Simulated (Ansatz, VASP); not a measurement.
# Two plane-wave programs on I

```
CELL_PARAMETERS angstrom
-1.69526 1.69526 4.32481
1.64860 -1.64860 4.28942
1.50117 1.45451 -4.30711
ATOMIC_POSITIONS crystal
I 0.00000 0.00000 0.00000
```

Alike in both runs: task single point; functional PBE; k mesh 18 × 18 × 18; occupations gaussian, width 0.1 eV; no spin polarisation.

|  | VASP | Ansatz |
| --- | --- | --- |
| version | VASP 6.6.1 | Ansatz 0.2.0 |
| potentials or method | VASP PAW PBE potentials, release 64 (I), cutoff 520 eV | scalar-relativistic, plane waves, PAW |
| valence electrons in the cell | 7 | 17 |

```tsv
	VASP	Ansatz	Ansatz less VASP
gap on the k mesh at the Fermi level (eV)	none	none	-
pressure (GPa)	2.0	2.1	+0.04
traceless stress, the component that is largest in VASP (GPa)	-1.86	-1.90	-0.037
```

A gap of «none» marks a metal or a gap that the smearing closes. VASP's potentials hold 7 valence electrons a cell and Ansatz's 17, so a difference there can come from the potentials and not from the codes.

Neither program's run includes spin-orbit coupling.
